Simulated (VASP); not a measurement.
A run of VASP 6.6.1:

INCAR

```
PREC = Accurate
ENCUT = 400
EDIFF = 1E-6
ISMEAR = 0
SIGMA = 0.1
LREAL = False
LASPH = True
NELM = 120
ALGO = Normal
ISIF = 2
LWAVE = False
LCHARG = False
GGA = PE
NBANDS = 94
GGA_COMPAT = False
NELMDL = -8
```

File KPOINTS:

```
Automatic mesh
0
Gamma
  6 6 1
```

POSCAR

```
HPt16
1.0
    5.5493740200      0.0000000000      0.0000000000
    2.7746870100      4.8058988800      0.0000000000
    0.0000000000      0.0000000000     19.7965673700
Pt H
16 1
Direct
    0.0000000000      0.0000000000      0.3283397510
    0.5000000000      0.0000000000      0.3283397510
    0.0000000000      0.5000000000      0.3283397510
    0.5000000000      0.5000000000      0.3283397510
    0.1666666667      0.1666666667      0.4427799170
    0.6666666667      0.1666666667      0.4427799170
    0.1666666667      0.6666666667      0.4427799170
    0.6666666667      0.6666666667      0.4427799170
    0.8333333333      0.3333333333      0.5572200830
    0.3333333333      0.3333333333      0.5572200830
    0.8333333333      0.8333333333      0.5572200830
    0.3333333333      0.8333333333      0.5572200830
    0.0000000000      0.0000000000      0.6716602490
    0.5000000000      0.0000000000      0.6716602490
    0.0000000000      0.5000000000      0.6716602490
    0.5000000000      0.5000000000      0.6716602490
    0.1666666667      0.1666666667      0.7651107935
```

Potentials or basis: VASP PAW PBE potentials, release 64 (Pt, H).

Command:

```sh
$ cat potpaw_PBE.64/Pt/POTCAR potpaw_PBE.64/H/POTCAR > POTCAR
$ mpirun -np 1 vasp_std > vasp.out
```

Hardware: 1 thread of Oxide Virtual Turin-like Processor, with other jobs on the host.

Task: How long does it take, and how much memory?

Result: Run time: 19 min on 1 thread of Oxide Virtual Turin-like Processor, with other jobs on the host, peak memory 0.49 GiB. Counts: scf iterations 34, k points 7.
